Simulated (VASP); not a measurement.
# Mg2NCl (R-3m) in VASP: a series of runs

Runs on Mg2NCl. Level: LDA. Tasks: single point.

Everything below comes from runs of VASP 6.6.1. Logs are shortened: lines on timing, memory, paths and dates and some standing lists are left out, and cuts for length are marked.

## (1) The cell of the first run

The structure is trigonal, space group R-3m (No. 166). The conventional cell has a = 3.155 Å, b = 3.155 Å, c = 18.909 Å, α = 90.00°, β = 90.00°, γ = 120.00°. Mg (site symmetry 3m) has 3 N at 2.11 Å and 3 Cl at 2.77 Å and 3 Mg at 2.80 Å within 2.8 Å. Within 2.8 Å of N (site symmetry -3m) lie 6 Mg at 2.11 Å. Within 3.7 Å of Cl (site symmetry -3m) lie 6 Mg at 2.77 Å and 6 Cl at 3.16 Å and 6 N at 3.64 Å.

## (2) Single point, LDA (strain -0.050 along x and y, +0.050 along z)

INCAR

```
SYSTEM = Mg2NCl
ALGO     = Normal         ! electronic algorithm
EDIFF    = 1E-6           ! SCF threshold, eV
ENCUT    = 520            ! plane-wave cutoff, eV
ISIF     = 2              ! what is computed and relaxed
ISMEAR   = 0              ! smearing method
LASPH    = .TRUE.         ! aspherical terms in the spheres
LCHARG   = .TRUE.         ! write CHGCAR
LELF     = .TRUE.         ! ELF
LREAL    = .FALSE.        ! projectors in reciprocal space
LVHAR    = .TRUE.       
LWAVE    = .FALSE.        ! write WAVECAR
NBANDS   = 16             ! bands
NELM     = 60             ! most SCF steps
PREC     = Accurate       ! precision mode
SIGMA    = 0.05           ! smearing width, eV
```

KPOINTS

```
k-points
0
G
  9 9 9
  0 0 0
```

POSCAR

```
Mg2NCl
1.0
    1.5776332853      0.9108470019      6.3031258500
   -1.5776332853      0.9108470019      6.3031258500
    0.0000000000     -1.8216940039      6.3031258500
Mg N Cl
2 1 1
Direct
    0.2228150000      0.2228150000      0.2228150000
    0.7771850000      0.7771850000      0.7771850000
    0.5000000000      0.5000000000      0.5000000000
    0.0000000000      0.0000000000      0.0000000000
```

Potentials or basis: VASP PAW LDA potentials, release 64 (Mg, N, Cl).

Launch:

```sh
$ cat potpaw_LDA.64/Mg/POTCAR potpaw_LDA.64/N/POTCAR potpaw_LDA.64/Cl/POTCAR > POTCAR
$ mpirun -np 1 vasp_std > vasp.out
```

OUTCAR:

```text
SYSTEM = Mg2NCl
   EDIFF = 1E-6
   ENCUT = 520
   ISIF = 2
   ISMEAR = 0
   LASPH = .TRUE.
   LREAL = .FALSE.
   NELM = 60
   PREC = Accurate

 ion  position               nearest neighbor table
   1  0.223  0.223  0.223-   3 2.11   3 2.11   3 2.11   4 2.77   4 2.77   4 2.77   2 2.80   2 2.80
                             2 2.80
   2  0.777  0.777  0.777-   3 2.11   3 2.11   3 2.11   4 2.77   4 2.77   4 2.77   1 2.80   1 2.80
                             1 2.80
   3  0.500  0.500  0.500-   1 2.11   2 2.11   1 2.11   1 2.11   2 2.11   2 2.11
   4  0.000  0.000  0.000-   2 2.77   1 2.77   2 2.77   2 2.77   1 2.77   1 2.77

  LATTYP: Found a trigonal (rhomboedric) cell.
 ALAT       =     6.5610947657
 COS(alpha) =     0.8843649492

  Lattice vectors:

 A1 = (   1.5776332853,   0.9108470019,   6.3031258500)
 A2 = (  -1.5776332853,   0.9108470019,   6.3031258500)
 A3 = (   0.0000000000,  -1.8216940039,   6.3031258500)

Analysis of symmetry for initial positions (statically):
=====================================================================
 Subroutine PRICEL returns:
 Original cell was already a primitive cell.

 Routine SETGRP: Setting up the symmetry group for a
 trigonal (rhombohedral) supercell.

 Subroutine GETGRP returns: Found 12 space group operations
 (whereof 12 operations were pure point group operations)
 out of a pool of 12 trial point group operations.

The static configuration has the point symmetry D_3d.

Analysis of symmetry for dynamics (positions and initial velocities):
=====================================================================
 Subroutine PRICEL returns:
 Original cell was already a primitive cell.

 Routine SETGRP: Setting up the symmetry group for a
 trigonal (rhombohedral) supercell.

 Subroutine GETGRP returns: Found 12 space group operations
 (whereof 12 operations were pure point group operations)
 out of a pool of 12 trial point group operations.

The dynamic configuration has the point symmetry D_3d.

 Subroutine INISYM returns: Found 12 space group operations
 (whereof 12 operations are pure point group operations),
 and found     1 'primitive' translations

----------------------------------------------------------------------------------------

                                     Primitive cell

  volume of cell :      54.3449

  direct lattice vectors                    reciprocal lattice vectors
     1.577633285  0.910847002  6.303125850     0.316930433  0.182979871  0.052883814
    -1.577633285  0.910847002  6.303125850    -0.316930433  0.182979871  0.052883814
     0.000000000 -1.821694004  6.303125850     0.000000000 -0.365959741  0.052883814

  length of vectors
     6.561094766  6.561094766  6.561094766     0.369761045  0.369761045  0.369761045

  position of ions in fractional coordinates (direct lattice)
     0.222815000  0.222815000  0.222815000
     0.777185000  0.777185000  0.777185000
     0.500000000  0.500000000  0.500000000
     0.000000000  0.000000000  0.000000000

  ion indices of the primitive-cell ions
   primitive index   ion index
                 1           1
                 2           2
                 3           3
                 4           4

----------------------------------------------------------------------------------------

 KPOINTS: k-points

Automatic generation of k-mesh.
 Grid dimensions read from file:
 generate k-points for:    9    9    9

 Generating k-lattice:

  Cartesian coordinates                     Fractional coordinates (reciprocal lattice)
     0.035214493  0.020331097  0.005875979     0.111111111  0.000000000  0.000000000
    -0.035214493  0.020331097  0.005875979     0.000000000  0.111111111  0.000000000
     0.000000000 -0.040662193  0.005875979     0.000000000  0.000000000  0.111111111

  Length of vectors
     0.041084561  0.041084561  0.041084561

  Shift w.r.t. Gamma in fractional coordinates (k-lattice)
     0.000000000  0.000000000  0.000000000

 Subroutine IBZKPT returns following result:
 ===========================================

 Found     85 irreducible k-points:

 Following reciprocal coordinates:
            Coordinates               Weight
  0.000000  0.000000  0.000000      1.000000
  0.111111  0.000000  0.000000      6.000000
  0.222222  0.000000  0.000000      6.000000
  0.333333  0.000000  0.000000      6.000000
  0.444444  0.000000  0.000000      6.000000
  0.111111  0.111111  0.000000      6.000000
[... 16 lines left out ...]
 -0.333333  0.333333  0.000000      6.000000
  0.444444  0.444444  0.000000      6.000000
 [... further k-points ...]
   k-points           NKPTS =     85   k-points in BZ     NKDIM =     85   number of bands    NBANDS=     16
   number of dos      NEDOS =    301   number of ions     NIONS =      4
   total plane-waves  NPLWV = 125000
   dimension x,y,z NGX =    50 NGY =   50 NGZ =   50
   dimension x,y,z NGXF=   100 NGYF=  100 NGZF=  100
   ions per type =               2   1   1
   NGX,Y,Z   is equivalent  to a cutoff of  12.67, 12.67, 12.67 a.u.
   NGXF,Y,Z  is equivalent  to a cutoff of  25.34, 25.34, 25.34 a.u.
 SYSTEM =  Mg2NCl
   PREC   = accura    normal or accurate (medium, high low for compatibility)
   ISTART =      0    job   : 0-new  1-cont  2-samecut
   ICHARG =      2    charge: 1-file 2-atom 10-const
   ISPIN  =      1    spin polarized calculation?
   LNONCOLLINEAR =      F non collinear calculations
   LSORBIT =      F    spin-orbit coupling
   LASPH  =      T    aspherical Exc in radial PAW
   ENCUT  =  520.0 eV  38.22 Ry    6.18 a.u.  12.20 12.20 12.20*2*pi/ulx,y,z
   NELM   =     60;   NELMIN=  2; NELMDL= -5     # of ELM steps
   EDIFF  = 0.1E-05   stopping-criterion for ELM
   LREAL  =      F    real-space projection
[... 7 lines left out ...]
   TEBEG  =    0.0;   TEEND  =   0.0 temperature during run
   PSTRESS=    0.0 pullay stress
   NELECT =      16.0000    total number of electrons
   NUPDOWN=      -1.0000    fix difference up-down
   EMIN   =  10.00;   EMAX   =-10.00  energy-range for DOS
   EFERMI =   0.00;   METHOD = LEGACY
   ISMEAR =     0;   SIGMA  =   0.05  broadening in eV -4-tet -1-fermi 0-gaus
   EFERMI_NEDOS =   21; number of points for ismear=-14 and -15
   IALGO  =     38    algorithm
   IMIX   =      4    mixing-type and parameters
     AMIX     =   0.40;   BMIX     =  1.00
     AMIX_MAG =   1.60;   BMIX_MAG =  1.00
  volume/ion in A,a.u.               =      13.59        91.68
  Fermi-wavevector in a.u.,A,eV,Ry     =   1.089085  2.058073 16.137964  1.186107
  Thomas-Fermi vector in A             =   2.225281
   LORBIT       =      0    0 simple, 1 ext, 2 COOP (PROOUT), +10 PAW based schemes
   GGA     = CA    functional components
   LHFCALC =     F    Hartree Fock is set to
   AEXX    =    0.0000 exact exchange contribution
   IVDW    =     0    specifies the selected vdW correction
   LEPSILON=     F    determine dielectric tensor
   LRPA    =     F    only Hartree local field effects (RPA)
 non-spin polarized calculation
 Gauss-broadening in eV      SIGMA  =   0.05
  energy-cutoff  :      520.00
  volume of cell :       54.34
 maximum number of plane-waves:      1481
 NGX is ok and might be reduce to    50
   NGX = 25   NGY = 25   NGZ = 25

 number of electron      16.0000000 magnetization

 Free energy of the ion-electron system (eV)
  ---------------------------------------------------
  ext. energy  EPLUGINS =         0.00000000
  ---------------------------------------------------
  free energy    TOTEN  =       -20.12786565 eV

  energy without entropy =      -20.12786565  energy(sigma->0) =      -20.12786565

 E-fermi :   4.7416     XC(G=0): -10.5332

 val. band max:        4.5156766153   @ k =   0.0000   0.0000   0.0000
 cond. band min:       6.0862497825   @ k =   0.0000   0.0000   0.0000
 fundamental gap:      1.5705731672
 Fermi energy:         4.7416489030

 k-point     1 :       0.0000    0.0000    0.0000
  band No.  band energies     occupation
      1     -12.3311      2.00000
      2      -8.7066      2.00000
      3      -2.4902      2.00000
      4       2.5358      2.00000
      5       2.5832      2.00000
      6       2.5832      2.00000
[... 8 lines left out ...]
     15      15.5414      0.00000
     16      15.5414      0.00000

 k-point     2 :       0.1111    0.0000    0.0000
  band No.  band energies     occupation
      1     -12.2092      2.00000
      2      -8.5886      2.00000
      3      -2.3094      2.00000
      4       1.8442      2.00000
      5       2.4444      2.00000
      6       2.5618      2.00000
[... 8 lines left out ...]
     15      15.0799      0.00000
     16      15.5213      0.00000

 k-point     3 :       0.2222    0.0000    0.0000
  band No.  band energies     occupation
      1     -11.8765      2.00000
      2      -8.2655      2.00000
      3      -1.8007      2.00000
      4       0.3542      2.00000
      5       2.1198      2.00000
      6       2.2924      2.00000
[... 8 lines left out ...]
     15      15.0805      0.00000
     16      16.2437      0.00000

 k-point     4 :       0.3333    0.0000    0.0000
  band No.  band energies     occupation
      1     -11.4449      2.00000
      2      -7.8431      2.00000
      3      -1.1367      2.00000
      4      -1.0070      2.00000
      5       1.0278      2.00000
      6       1.7884      2.00000
[... 8 lines left out ...]
     15      14.5981      0.00000
     16      16.7977      0.00000
[... 324 lines left out ...]
 k-point    22 :      -0.4444    0.3333    0.0000
  band No.  band energies     occupation
      1     -10.9845      2.00000
      2      -7.3787      2.00000
      3      -1.5777      2.00000
      4      -0.5817      2.00000
      5       0.0380      2.00000
      6       1.1996      2.00000
[... 8 lines left out ...]
     15      15.5149      0.00000
     16      16.6404      0.00000

 k-point    23 :      -0.3333    0.3333    0.0000
  band No.  band energies     occupation
      1     -10.8955      2.00000
      2      -7.2881      2.00000
      3      -1.0208      2.00000
      4      -0.9549      2.00000
      5      -0.3097      2.00000
      6       1.2674      2.00000
[... 8 lines left out ...]
     15      16.4890      0.00000
     16      16.6293      0.00000

 k-point    24 :       0.4444    0.4444    0.0000
  band No.  band energies     occupation
      1     -11.1199      2.00000
      2      -7.5140      2.00000
      3      -2.0358      2.00000
      4      -0.9115      2.00000
      5       0.9245      2.00000
      6       1.5763      2.00000
[... 8 lines left out ...]
     15      13.8833      0.00000
     16      16.3409      0.00000

 [... further k-points ...]

------------------------ aborting loop because EDIFF is reached ----------------------------------------

  FORCE on cell =-STRESS in cart. coord.  units (eV):
  Direction    XX          YY          ZZ          XY          YZ          ZX
  --------------------------------------------------------------------------------------
  -------------------------------------------------------------------------------------
  Total        1.9393217      1.9393217     -4.4695974      0.0000000      0.0000000      0.0000000
  in kB       57.1744134     57.1744134   -131.7711275      0.0000000      0.0000000      0.0000000
  external PRESSURE =      -5.8074336 kB  Pullay stress =       0.0000000 kB

 VOLUME and BASIS-vectors are now :
 -----------------------------------------------------------------------------
  energy-cutoff  :      520.00
  volume of cell :       54.34
      direct lattice vectors                 reciprocal lattice vectors
     1.577633285  0.910847002  6.303125850     0.316930433  0.182979871  0.052883814
    -1.577633285  0.910847002  6.303125850    -0.316930433  0.182979871  0.052883814
     0.000000000 -1.821694004  6.303125850     0.000000000 -0.365959741  0.052883814

 POSITION                                       TOTAL-FORCE (eV/Angst)
 -----------------------------------------------------------------------------------
      0.00000     -0.00000      4.21329        -0.000000      0.000000     -0.394953
      0.00000     -0.00000     14.69608        -0.000000     -0.000000      0.394953
      0.00000     -0.00000      9.45469         0.000000      0.000000     -0.000000
      0.00000      0.00000      0.00000        -0.000000      0.000000     -0.000000
 -----------------------------------------------------------------------------------
    total drift:                                0.000000     -0.000000      0.000000

  FREE ENERGIE OF THE ION-ELECTRON SYSTEM (eV)
  ---------------------------------------------------
  free  energy   TOTEN  =       -20.1278656476 eV

  energy  without entropy=      -20.1278656476  energy(sigma->0) =      -20.12786565
```

Wall time 2.2 min (1 thread of Intel Xeon 6975P-C (Granite Rapids), shared host); peak memory 0.32 GiB.

Results:

* Free energy: -20.1279 eV
* Pressure: -0.6 GPa
* Largest force: 0.395 eV/Å
* Band gap on the k mesh: 1.57 eV

Forces on the atoms (eV/Å):
```
Mg   0.000  0.000 -0.395
Mg   0.000  0.000  0.395
N    0.000  0.000  0.000
Cl   0.000  0.000  0.000
```

Caveat: the cell differs from its parent crystal (strain -0.050 along x and y, +0.050 along z); an odd mesh through Γ misses points on the zone boundary, where band edges can lie.

## (3) Single point, LDA (strain +0.000 along x and y, -0.050 along z)

INCAR

```
SYSTEM = Mg2NCl
  ALGO = Normal
  EDIFF = 1E-7
  ENCUT = 520
  ISIF = 2
  ISMEAR = 0
  LASPH = .TRUE.
  LCHARG = .FALSE.
  LREAL = .FALSE.
  LWAVE = .FALSE.
  NBANDS = 16
  NELM = 60
  PREC = Accurate
  SIGMA = 0.05
```

KPOINTS is that of step 2.

POSCAR

```
Mg2NCl
1.0
    1.6606666161      0.9587863178      5.7028281500
   -1.6606666161      0.9587863178      5.7028281500
    0.0000000000     -1.9175726357      5.7028281500
Mg N Cl
2 1 1
Direct
    0.2228150000      0.2228150000      0.2228150000
    0.7771850000      0.7771850000      0.7771850000
    0.5000000000      0.5000000000      0.5000000000
    0.0000000000      0.0000000000      0.0000000000
```

Potentials or basis: VASP PAW LDA potentials, release 64 (Mg, N, Cl).

Launch:

```sh
$ cat potpaw_LDA.64/Mg/POTCAR potpaw_LDA.64/N/POTCAR potpaw_LDA.64/Cl/POTCAR > POTCAR
$ mpirun -np 1 vasp_std > vasp.out
```

Wall time 84 s (1 thread of Intel Xeon 6975P-C (Granite Rapids), shared host); peak memory 0.3 GiB.

The run converged. Its results:

```
Free energy            : -20.2875 eV
Pressure               : -2.9 GPa
Largest force          : 0.189 eV/Å
Band gap on the k mesh : 2.76 eV
```

Forces on the atoms (eV/Å):
```
Mg   0.000  0.000  0.189
Mg   0.000  0.000 -0.189
N    0.000  0.000  0.000
Cl   0.000  0.000  0.000
```

Stress tensor (GPa, compression positive):
```
-5.63  0.00  0.00
 0.00 -5.63  0.00
 0.00  0.00  2.44
```

Levels at points of the mesh, in eV from the valence-band top:
```
           k point  band 6  band 7  band 8  band 9  band 10  band 11
(0.00, 0.00, 0.00)   -0.55    0.00    0.00    2.76     5.13     9.14
```

Caveat: the cell differs from its parent crystal (strain +0.000 along x and y, -0.050 along z); an odd mesh through Γ misses points on the zone boundary, where band edges can lie.

## (4) Single point, LDA (strain -0.025 along x and y, +0.000 along z)

INCAR

```
SYSTEM = Mg2NCl
  PREC = Accurate
  ENCUT = 520
  EDIFF = 1E-7
  ISMEAR = 0
  SIGMA = 0.05
  LREAL = .FALSE.
  LASPH = .TRUE.
  NELM = 80
  ALGO = Normal
  ISIF = 2
  LWAVE = .FALSE.
  LCHARG = .FALSE.
  NBANDS = 16
```

KPOINTS

```
regular mesh
0
G
  9 9 9
  0 0 0
```

POSCAR

```
Mg2NCl
1.0
    1.6191499507      0.9348166599      6.0029770000
   -1.6191499507      0.9348166599      6.0029770000
    0.0000000000     -1.8696333198      6.0029770000
Mg N Cl
2 1 1
Direct
    0.2228150000      0.2228150000      0.2228150000
    0.7771850000      0.7771850000      0.7771850000
    0.5000000000      0.5000000000      0.5000000000
    0.0000000000      0.0000000000      0.0000000000
```

Launch:

```sh
$ cat potpaw_LDA.64/Mg/POTCAR potpaw_LDA.64/N/POTCAR potpaw_LDA.64/Cl/POTCAR > POTCAR
$ mpirun -np 1 vasp_std > vasp.out
```

Run time: 1.8 min. Hardware: 1 thread of Intel Xeon 6975P-C (Granite Rapids), shared host; peak memory 0.3 GiB.

It converged, with:

```yaml
Free_energy: -20.3213 eV
Pressure: -2.1 GPa
Largest_force: 0.080 eV/Å
Band_gap_on_the_k_mesh: 2.30 eV
```

Forces in eV/Å, atoms in the order of the input:
```
Mg   0.000  0.000 -0.080
Mg   0.000  0.000  0.080
N    0.000  0.000  0.000
Cl   0.000  0.000  0.000
```

Stress tensor (GPa, compression positive):
```
-0.62  0.00  0.00
 0.00 -0.62  0.00
 0.00  0.00 -5.09
```

Levels at points of the mesh, in eV from the valence-band top:
```csv
k point,band 5,band 6,band 7,band 8,band 9,band 10,band 11,band 12
"(0.00, 0.00, 0.00)",-2.18,-1.24,0.00,0.00,2.30,5.56,8.42,8.71
```

Caveat: the cell differs from its parent crystal (strain -0.025 along x and y, +0.000 along z); an odd mesh through Γ misses points on the zone boundary, where band edges can lie.

## (5) Summary

```tsv
cell	gap on the mesh (eV)	pressure (GPa)	largest force (eV/Å)
a = 6.561 Å, angles 27.8°, 4 atoms	1.57	-0.6	0.39
a = 6.017 Å, angles 32.0°, 4 atoms	2.76	-2.9	0.19
a = 6.287 Å, angles 29.8°, 4 atoms	2.30	-2.1	0.08
```

Alike in all rows: task single point; level LDA; potentials or basis VASP PAW LDA potentials, release 64 (Mg, N, Cl); no spin polarisation; k mesh 9 × 9 × 9; cutoff (eV) 520; smearing gaussian 0.05 eV.

Caveats: an odd mesh through Γ misses points on the zone boundary, where band edges can lie.

Absolute energies hang on the potentials; compare differences alone.
